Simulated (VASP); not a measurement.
# CuSi16 (a cell with a defect) in VASP: further runs

CuSi16 (a cell with a defect) is run at these levels: PBE+D3(BJ); tasks: single point.

Everything below comes from runs of VASP 6.6.1. Logs are shortened: lines on timing, memory, paths and dates and some standing lists are left out, and cuts for length are marked.

## Step 1: The cell of the first run

The cell holds a defect, 17 atoms: a = 7.679 Å, b = 7.679 Å, c = 7.679 Å, α = 60.00°, β = 60.00°, γ = 60.00°.

## Step 2: Single point, PBE+D3(BJ), collinear spin

INCAR

```
PREC = Accurate
ENCUT = 520
EDIFF = 1E-6
ISMEAR = 0
SIGMA = 0.05
LREAL = F
LASPH = T
NELM = 200
ALGO = Normal
ISIF = 2
LWAVE = F
LCHARG = F
ISPIN = 2
MAGMOM = 0 0 0 0 0 0 0 0 0 0 0 0 0 0 0 0 1
LORBIT = 11
LMAXMIX = 4
GGA = PE
IVDW = 12
NBANDS = 56
GGA_COMPAT = F
```

KPOINTS

```
regular mesh
0
Gamma
  2 2 2
```

POSCAR

```
CuSi16
1.0
    0.0000000000      5.4300000000      5.4300000000
    5.4300000000      0.0000000000      5.4300000000
    5.4300000000      5.4300000000      0.0000000000
Si Cu
16 1
Direct
   -0.0169731858      0.0034784870      0.0066499532
    0.1186364588      0.1214696374      0.1417158539
    0.0114418015     -0.0332324659      0.5108002837
    0.1186394796      0.1214674526      0.6179869009
   -0.0005773393      0.4936832595      0.0079198113
    0.1169323595      0.6312399412      0.1258188639
   -0.0005771459      0.4936815251      0.4987836079
    0.1352237865      0.5954383050      0.6345727975
    0.5072978556      0.0034843031      0.0066433438
    0.6141559241      0.1586290862      0.1135111236
    0.5072967649      0.0034850454      0.4823812735
    0.6423590031      0.1214663185      0.6179902233
    0.4903626856      0.5300196814     -0.0102887547
    0.6264595660      0.6312455409      0.1258189244
    0.5085703248      0.4936802627      0.4987792820
    0.6264615881      0.6312466683      0.6162808230
    0.3137858629      1.0597449715      0.8131382088
```

Potentials or basis: VASP PAW PBE potentials, release 64 (Si, Cu).

The run is started by

```
$ cat potpaw_PBE.64/Si/POTCAR potpaw_PBE.64/Cu/POTCAR > POTCAR
$ mpirun -np 1 vasp_std > vasp.out
```

OUTCAR:

```text
PREC = Accurate
   ENCUT = 520
   EDIFF = 1E-6
   ISMEAR = 0
   LREAL = F
   LASPH = T
   NELM = 200
   ISIF = 2
   ISPIN = 2
   LORBIT = 11
   GGA = PE
   IVDW = 12
 IVDW          = 12

 ion  position               nearest neighbor table
   1  0.983  0.003  0.007-  10 2.32   6 2.33  17 2.35   4 2.44   2 2.44
   2  0.119  0.121  0.142-   3 2.32   5 2.33  17 2.35   9 2.44   1 2.44
   3  0.011  0.967  0.511-  12 2.32   4 2.32   2 2.32   8 2.33
   4  0.119  0.121  0.618-   3 2.32   7 2.33  17 2.35  11 2.44   1 2.44
   5  0.999  0.494  0.008-   2 2.33  14 2.34   6 2.34   8 2.35
   6  0.117  0.631  0.126-   1 2.33   7 2.34   5 2.34  13 2.35
   7  0.999  0.494  0.499-   4 2.33  16 2.34   6 2.34   8 2.35
   8  0.135  0.595  0.635-   3 2.33  15 2.35   7 2.35   5 2.35
   9  0.507  0.003  0.007-  10 2.32  14 2.33  17 2.35  12 2.44   2 2.44
  10  0.614  0.159  0.114-  11 2.32   9 2.32   1 2.32  13 2.33
  11  0.507  0.003  0.482-  10 2.32  16 2.33  17 2.35  12 2.44   4 2.44
  12  0.642  0.121  0.618-   3 2.32  15 2.33  17 2.35  11 2.44   9 2.44
  13  0.490  0.530  0.990-  10 2.33  16 2.35  14 2.35   6 2.35
  14  0.626  0.631  0.126-   9 2.33  15 2.34   5 2.34  13 2.35
  15  0.509  0.494  0.499-  12 2.33  16 2.34  14 2.34   8 2.35
  16  0.626  0.631  0.616-  11 2.33  15 2.34   7 2.34  13 2.35
  17  0.314  0.060  0.813-   9 2.35  11 2.35   1 2.35  12 2.35   4 2.35   2 2.35

  LATTYP: Found a face centered cubic cell.
 ALAT       =    10.8600000000

  Lattice vectors:

 A1 = (   0.0000000000,   5.4300000000,   5.4300000000)
 A2 = (   5.4300000000,   0.0000000000,   5.4300000000)
 A3 = (   5.4300000000,   5.4300000000,   0.0000000000)

Analysis of symmetry for initial positions (statically):
=====================================================================
 Subroutine PRICEL returns:
 Original cell was already a primitive cell.

 Routine SETGRP: Setting up the symmetry group for a
 face centered cubic supercell.

 Subroutine GETGRP returns: Found  6 space group operations
 (whereof  1 operations were pure point group operations)
 out of a pool of 48 trial point group operations.

The static configuration has the point symmetry C_1 .
 The point group associated with its full space group is C_3v.

Analysis of symmetry for dynamics (positions and initial velocities):
=====================================================================
 Subroutine PRICEL returns:
 Original cell was already a primitive cell.

 Routine SETGRP: Setting up the symmetry group for a
 face centered cubic supercell.

 Subroutine GETGRP returns: Found  6 space group operations
 (whereof  1 operations were pure point group operations)
 out of a pool of 48 trial point group operations.

The dynamic configuration has the point symmetry C_1 .
 The point group associated with its full space group is C_3v.

Analysis of structural, dynamic, and magnetic symmetry:
=====================================================================
 Subroutine PRICEL returns:
 Original cell was already a primitive cell.

 Routine SETGRP: Setting up the symmetry group for a
 face centered cubic supercell.

 Subroutine GETGRP returns: Found  6 space group operations
 (whereof  1 operations were pure point group operations)
 out of a pool of 48 trial point group operations.

The overall configuration has the point symmetry C_1 .
 The point group associated with its full space group is C_3v.

 Subroutine INISYM returns: Found  6 space group operations
 (whereof  1 operations are pure point group operations),
 and found     1 'primitive' translations

----------------------------------------------------------------------------------------

                                     Primitive cell

  volume of cell :     320.2060

  direct lattice vectors                    reciprocal lattice vectors
     0.000000000  5.430000000  5.430000000    -0.092081031  0.092081031  0.092081031
     5.430000000  0.000000000  5.430000000     0.092081031 -0.092081031  0.092081031
     5.430000000  5.430000000  0.000000000     0.092081031  0.092081031 -0.092081031
[... 44 lines left out ...]
  ---------------------------------------------------
  free energy    TOTEN  =       -87.47594501 eV

  energy without entropy =      -87.46705422  energy(sigma->0) =      -87.47149962

 E-fermi :   6.9209     XC(G=0):  -9.6833

 val. band max:        6.8948005223   @ k =   0.0000   0.0000   0.0000
 cond. band min:       6.9244629036   @ k =   0.0000   0.5000   0.0000
 fundamental gap:      0.0296623813
 Fermi energy:         6.9209031516

 spin component 1

 k-point     1 :       0.0000    0.0000    0.0000
  band No.  band energies     occupation
      1      -5.9368      1.00000
      2      -3.6000      1.00000
      3      -3.5216      1.00000
      4      -3.5216      1.00000
      5      -3.5160      1.00000
      6      -1.9879      1.00000
[... 197 lines left out ...]
     48      10.3966      0.00000
     49      10.4032      0.00000
 Fermi energy:         6.9209031516

 spin component 2

 k-point     1 :       0.0000    0.0000    0.0000
  band No.  band energies     occupation
      1      -5.9368      1.00000
      2      -3.6000      1.00000
      3      -3.5216      1.00000
      4      -3.5216      1.00000
      5      -3.5160      1.00000
      6      -1.9879      1.00000
[... 197 lines left out ...]
     48      10.3966      0.00000
     49      10.4032      0.00000
 [bands above 49 left out]

------------------------ aborting loop because EDIFF is reached ----------------------------------------

 Edisp (eV)   -5.67609

 E8    (eV) :    -2.3549

  FORCE on cell =-STRESS in cart. coord.  units (eV):
  Direction    XX          YY          ZZ          XY          YZ          ZX
  --------------------------------------------------------------------------------------
  -------------------------------------------------------------------------------------
  Total       2.91270     2.91270     2.91270    -0.38191    -0.38191     0.38191
  in kB      14.57394    14.57394    14.57394    -1.91091    -1.91091     1.91091
  external pressure =       14.57 kB  Pullay stress =        0.00 kB

 VOLUME and BASIS-vectors are now :
 -----------------------------------------------------------------------------
  energy-cutoff  :      520.00
  volume of cell :      320.21
      direct lattice vectors                 reciprocal lattice vectors
     0.000000000  5.430000000  5.430000000    -0.092081031  0.092081031  0.092081031
     5.430000000  0.000000000  5.430000000     0.092081031 -0.092081031  0.092081031
     5.430000000  5.430000000  0.000000000     0.092081031  0.092081031 -0.092081031

 POSITION                                       TOTAL-FORCE (eV/Angst)
 -----------------------------------------------------------------------------------
      0.05500      5.37394      5.35672         0.001410     -0.001410     -0.016469
      1.42910      1.41371      1.30378         0.016628      0.000924     -0.000924
      8.02319      2.83577      5.31168        -0.014992      0.014992     -0.014992
      4.01524      3.99988      1.30378        -0.000924     -0.016628     -0.000924
      2.72370      5.46987      8.10757        -0.004200      0.000295     -0.000295
      4.11083      1.31814      4.06258         0.000272     -0.000272      0.004343
[... 9 lines left out ...]
      6.77407      6.74809      6.82936         0.004343     -0.000272      0.000272
      4.73976      6.11920      2.02827        -0.000850      0.000850     -0.000850
 -----------------------------------------------------------------------------------
    total drift:                                0.004451     -0.001354     -0.006581

  FREE ENERGIE OF THE ION-ELECTRON SYSTEM (eV)
  ---------------------------------------------------
  free  energy   TOTEN  =       -93.1520363582 eV

  energy  without entropy=      -93.1431455750  energy(sigma->0) =      -93.14759097

 total charge

# of ion       s       p       d       tot
------------------------------------------
    1        0.737   0.951   0.000   1.688
    2        0.737   0.951   0.000   1.688
    3        0.752   0.946   0.000   1.698
    4        0.737   0.951   0.000   1.688
    5        0.742   0.957   0.000   1.699
    6        0.742   0.957   0.000   1.699
[... 9 lines left out ...]
   16        0.742   0.957   0.000   1.699
   17        0.509   0.467   9.212  10.188
--------------------------------------------------
tot         12.371  15.718   9.212  37.301

 magnetization (x)

# of ion       s       p       d       tot
------------------------------------------
    1       -0.000   0.000   0.000  -0.000
    2       -0.000   0.000   0.000  -0.000
    3       -0.000  -0.000   0.000  -0.000
    4       -0.000   0.000   0.000  -0.000
    5       -0.000  -0.000   0.000  -0.000
    6       -0.000  -0.000   0.000  -0.000
[... 9 lines left out ...]
   16       -0.000  -0.000   0.000  -0.000
   17       -0.000  -0.000  -0.000  -0.000
--------------------------------------------------
tot         -0.000  -0.000  -0.000  -0.000
```

Run time: 3.3 min. Hardware: 1 thread of Intel Xeon 6975P-C (Granite Rapids), shared host; peak memory 0.68 GiB.

What came out:

* Free energy: -93.1520 eV
* Pressure: 1.5 GPa
* Largest force: 0.026 eV/Å
* Net moment: 0.00 μB per cell
* Valence electrons inside the program's atomic spheres: Si 1.69, 1.70 (each value once); Cu 10.19
* Dispersion energy per atom: -0.334 eV

Forces in eV/Å, atoms in the order of the input:
```
Si   0.001 -0.001 -0.016
Si   0.017  0.001 -0.001
Si  -0.015  0.015 -0.015
Si  -0.001 -0.017 -0.001
Si  -0.004  0.000  0.000
Si   0.000  0.000  0.004
Si   0.000  0.004  0.000
Si   0.013 -0.013  0.013
Si   0.001  0.016  0.001
Si   0.015 -0.015  0.015
Si  -0.016 -0.001  0.001
Si  -0.001  0.001  0.017
Si  -0.013  0.013 -0.013
Si   0.000 -0.004  0.000
Si   0.000  0.000 -0.004
Si   0.004  0.000  0.000
Cu  -0.001  0.001 -0.001
```

Levels at points of the mesh, in eV from the Fermi level:
Spin up:
| k point | band 35 | band 36 | band 37 | band 38 | band 39 | band 40 |
| --- | --- | --- | --- | --- | --- | --- |
| (0.00, 0.00, 0.00) | -1.02 | -0.67 | -0.55 | -0.50 | -0.50 | -0.03 |
| (0.50, 0.00, 0.00) | -1.56 | -1.44 | -1.25 | 0.13 | 0.48 | 0.53 |
| (0.00, 0.50, 0.00) | -1.47 | -1.04 | -1.04 | 0.00 | 0.44 | 0.91 |
| (0.50, 0.50, 0.00) | -2.02 | -2.01 | -1.69 | 0.16 | 0.25 | 1.34 |
Spin down:
| k point | band 33 | band 34 | band 35 | band 36 | band 37 | band 38 | band 39 | band 40 | band 41 | band 42 |
| --- | --- | --- | --- | --- | --- | --- | --- | --- | --- | --- |
| (0.00, 0.00, 0.00) | -1.69 | -1.69 | -1.02 | -0.67 | -0.55 | -0.50 | -0.50 | -0.03 | -0.03 | 0.19 |
| (0.50, 0.00, 0.00) | -2.54 | -1.60 | -1.56 | -1.44 | -1.25 | 0.13 | 0.48 | 0.53 | 0.73 | 0.82 |
| (0.00, 0.50, 0.00) | -2.75 | -1.47 | -1.47 | -1.04 | -1.04 | 0.00 | 0.44 | 0.91 | 0.91 | 0.95 |
| (0.50, 0.50, 0.00) | -2.34 | -2.21 | -2.02 | -2.01 | -1.69 | 0.16 | 0.25 | 1.34 | 1.52 | 1.63 |

Caveat: the k points lie up to 0.50 Å⁻¹ apart.

## Step 3: Single point, PBE+D3(BJ), collinear spin, zero start

INCAR

```
SYSTEM = CuSi16
PREC = Accurate
ENCUT = 520
EDIFF = 1E-6
ISMEAR = 0
SIGMA = 0.05
LREAL = .FALSE.
LASPH = .TRUE.
NELM = 200
ALGO = Normal
ISIF = 2
LWAVE = .FALSE.
LCHARG = .FALSE.
ISPIN = 2
MAGMOM = 0 0 0 0 0 0 0 0 0 0 0 0 0 0 0 0 0
LORBIT = 11
LMAXMIX = 4
GGA = PE
IVDW = 12
NBANDS = 56
GGA_COMPAT = .FALSE.
```

KPOINTS

```
Automatic mesh
0
G
  2 2 2
  0 0 0
```

POSCAR

```
CuSi16
1.0
    0.0000000000      5.4300000000      5.4300000000
    5.4300000000      0.0000000000      5.4300000000
    5.4300000000      5.4300000000      0.0000000000
Si Cu
16 1
Direct
   -0.0169731123      0.0034784530      0.0066499079
    0.1186364641      0.1214696133      0.1417158379
    0.0114418048     -0.0332324125      0.5108001842
    0.1186395028      0.1214674954      0.6179868324
   -0.0005773481      0.4936832413      0.0079198895
    0.1169324125      0.6312399632      0.1258187845
   -0.0005771639      0.4936815838      0.4987836096
    0.1352237569      0.5954383057      0.6345727440
    0.5072978821      0.0034842541      0.0066433702
    0.6141559853      0.1586290976      0.1135110497
    0.5072967772      0.0034849908      0.4823813076
    0.6423589319      0.1214662983      0.6179902394
    0.4903626151      0.5300197053     -0.0102887661
    0.6264595764      0.6312455801      0.1258188766
    0.5085703499      0.4936802947      0.4987791897
    0.6264616022      0.6312466851      0.6162807551
    0.3137858195      1.0597449355      0.8131383057
```

Potentials or basis: VASP PAW PBE potentials, release 64 (Si, Cu).

The run is started by

```
$ cat potpaw_PBE.64/Si/POTCAR potpaw_PBE.64/Cu/POTCAR > POTCAR
$ mpirun -np 1 vasp_std > vasp.out
```

Run time: 5.6 min. Hardware: 1 thread of Intel Xeon Platinum 8375C at 2.90GHz (Ice Lake), shared host; peak memory 0.69 GiB.

Results (log left out):

- Free energy: -93.1520 eV
- Pressure: 1.5 GPa
- Largest force: 0.026 eV/Å
- Net moment: 0.00 μB per cell
- Valence electrons inside the program's atomic spheres: Si 1.69, 1.70 (each value once); Cu 10.19
- Dispersion energy per atom: -0.334 eV

Forces on the atoms (eV/Å):
```
Si   0.001 -0.001 -0.017
Si   0.017  0.001 -0.001
Si  -0.015  0.015 -0.015
Si  -0.001 -0.017 -0.001
Si  -0.004  0.000  0.000
Si   0.000  0.000  0.004
Si   0.000  0.004  0.000
Si   0.013 -0.013  0.013
Si   0.001  0.017  0.001
Si   0.015 -0.015  0.015
Si  -0.017 -0.001  0.001
Si  -0.001  0.001  0.017
Si  -0.013  0.013 -0.013
Si   0.000 -0.004  0.000
Si   0.000  0.000 -0.004
Si   0.004  0.000  0.000
Cu  -0.001  0.001 -0.001
```

Stress tensor (GPa, compression positive):
```
 1.46 -0.19  0.19
-0.19  1.46 -0.19
 0.19 -0.19  1.46
```

Levels at points of the mesh, in eV from the Fermi level:
Spin up:
```tsv
k point	band 33	band 34	band 35	band 36	band 37	band 38	band 39	band 40	band 41	band 42
(0.00, 0.00, 0.00)	-1.69	-1.69	-1.02	-0.67	-0.55	-0.50	-0.50	-0.03	-0.03	0.19
(0.50, 0.00, 0.00)	-2.54	-1.60	-1.56	-1.44	-1.25	0.13	0.48	0.53	0.73	0.82
(0.00, 0.50, 0.00)	-2.75	-1.47	-1.47	-1.04	-1.04	0.00	0.44	0.91	0.91	0.95
(0.50, 0.50, 0.00)	-2.34	-2.21	-2.02	-2.01	-1.69	0.16	0.25	1.34	1.52	1.63
```
Spin down:
```csv
k point,band 34,band 35,band 36,band 37,band 38,band 39,band 40,band 41
"(0.00, 0.00, 0.00)",-1.69,-1.02,-0.67,-0.55,-0.50,-0.50,-0.03,-0.03
"(0.50, 0.00, 0.00)",-1.60,-1.56,-1.44,-1.25,0.13,0.48,0.53,0.73
"(0.00, 0.50, 0.00)",-1.47,-1.47,-1.04,-1.04,0.00,0.44,0.91,0.91
"(0.50, 0.50, 0.00)",-2.21,-2.02,-2.01,-1.69,0.16,0.25,1.34,1.52
```

Caveat: the k points lie up to 0.50 Å⁻¹ apart.

## Step 4: Single point, PBE+D3(BJ), collinear spin

INCAR

```
ALGO = Normal
EDIFF = 1E-6
ENCUT = 520
GGA = PE
GGA_COMPAT = F
ISIF = 2
ISMEAR = 0
ISPIN = 2
IVDW = 12
LASPH = T
LCHARG = F
LMAXMIX = 4
LORBIT = 11
LREAL = F
LWAVE = F
MAGMOM = 0 0 0 0 0 0 0 0 0 0 0 0 0 0 0 0 1
NBANDS = 56
NELM = 200
PREC = Accurate
SIGMA = 0.05
```

KPOINTS

```
k-points
0
Gamma
  2 2 2
```

POSCAR

```
CuSi16
1.0
    0.0000000000      5.4300000000      5.4300000000
    5.4300000000      0.0000000000      5.4300000000
    5.4300000000      5.4300000000      0.0000000000
Si Cu
16 1
Direct
    0.0301206847     -0.0094628146     -0.0105323527
    0.1312309335      0.1266964860      0.1256418918
   -0.0063344286      0.0087294452      0.4986029392
    0.1312329672      0.1266999243      0.6160240215
   -0.0063311538      0.4996611850      0.0076624072
    0.1312245317      0.6170931052      0.1256423128
   -0.0063335224      0.4996614576      0.4986087227
    0.0955273483      0.6354025878      0.6343343497
    0.5034774992      0.0075386571      0.0064666398
    0.6586974439      0.1143402509      0.1132791931
    0.5034780027      0.0075387415      0.4821119502
    0.6214540878      0.1424848856      0.6178279669
    0.5034721393      0.4831752095      0.0064737493
    0.6214561527      0.6188917342      0.1414253492
    0.4668641370      0.5116170878      0.5105608745
    0.6214535620      0.6188965631      0.6178267653
    0.5586189147      0.8143711938      0.8133029195
```

The run is started by

```
$ cat potpaw_PBE.64/Si/POTCAR potpaw_PBE.64/Cu/POTCAR > POTCAR
$ mpirun -np 1 vasp_std > vasp.out
```

It took 9.2 min on 1 thread of Intel Xeon Platinum 8375C at 2.90GHz (Ice Lake), shared host; peak memory 0.71 GiB.

Results (log left out):

| Item | Value |
| --- | --- |
| Free energy | -93.1520 eV |
| Pressure | 1.5 GPa |
| Largest force | 0.027 eV/Å |
| Net moment | 0.00 μB per cell |
| Valence electrons inside the program's atomic spheres | Si 1.70, 1.69 (each value once); Cu 10.19 |
| Dispersion energy per atom | -0.334 eV |

Forces in eV/Å, atoms in the order of the input:
```
Si   0.014 -0.014 -0.014
Si  -0.004  0.000  0.001
Si   0.000  0.000 -0.005
Si   0.000  0.004  0.001
Si   0.001 -0.004  0.000
Si  -0.001  0.001  0.004
Si   0.004 -0.001  0.000
Si  -0.014  0.014  0.013
Si   0.017  0.002  0.002
Si  -0.015  0.015  0.015
Si  -0.002 -0.017  0.002
Si   0.001 -0.001  0.018
Si  -0.002  0.002 -0.017
Si   0.001  0.018 -0.001
Si   0.015 -0.015 -0.015
Si  -0.018 -0.001 -0.001
Cu   0.001 -0.001 -0.002
```

Stress tensor (GPa, compression positive):
```
 1.46 -0.19 -0.19
-0.19  1.46  0.19
-0.19  0.19  1.46
```

Levels at points of the mesh, in eV from the Fermi level:
Spin up:
```tsv
k point	band 34	band 35	band 36	band 37	band 38	band 39	band 40	band 41
(0.00, 0.00, 0.00)	-1.69	-1.02	-0.67	-0.55	-0.50	-0.50	-0.03	-0.03
(0.50, 0.00, 0.00)	-1.47	-1.47	-1.04	-1.04	0.00	0.44	0.91	0.91
(0.00, 0.50, 0.00)	-1.60	-1.56	-1.44	-1.25	0.13	0.48	0.53	0.73
(0.00, 0.00, 0.50)	-1.60	-1.56	-1.44	-1.25	0.13	0.48	0.53	0.73
(0.50, 0.50, 0.00)	-2.21	-2.02	-2.01	-1.69	0.16	0.25	1.34	1.52
(0.00, 0.50, 0.50)	-2.21	-2.02	-2.01	-1.69	0.16	0.25	1.34	1.52
```
Spin down:
```tsv
k point	band 34	band 35	band 36	band 37	band 38	band 39	band 40	band 41
(0.00, 0.00, 0.00)	-1.69	-1.02	-0.67	-0.55	-0.50	-0.50	-0.03	-0.03
(0.50, 0.00, 0.00)	-1.47	-1.47	-1.04	-1.04	0.00	0.44	0.91	0.91
(0.00, 0.50, 0.00)	-1.60	-1.56	-1.44	-1.25	0.13	0.48	0.53	0.73
(0.00, 0.00, 0.50)	-1.60	-1.56	-1.44	-1.25	0.13	0.48	0.53	0.73
(0.50, 0.50, 0.00)	-2.21	-2.02	-2.01	-1.69	0.16	0.25	1.34	1.52
(0.00, 0.50, 0.50)	-2.21	-2.02	-2.01	-1.69	0.16	0.25	1.34	1.52
```

Caveat: the k points lie up to 0.50 Å⁻¹ apart.

## Step 5: Overview

```csv
spin,cell,gap on the mesh (eV),pressure (GPa),moment (μB),largest force (eV/Å)
collinear,"as given, atomic positions A",none,1.5,0.00,0.03
"collinear, zero start","as given, atomic positions A",none,1.5,0.00,0.03
collinear,"as given, atomic positions B",none,1.5,0.00,0.03
```

Alike in all rows: task single point; level PBE+D3(BJ); potentials or basis VASP PAW PBE potentials, release 64 (Si, Cu); k mesh 2 × 2 × 2; cutoff (eV) 520; smearing gaussian 0.05 eV.

Caveats: all runs use coarse meshes.

Total energies depend on the potentials used, so only differences within one code and one set of settings carry meaning.
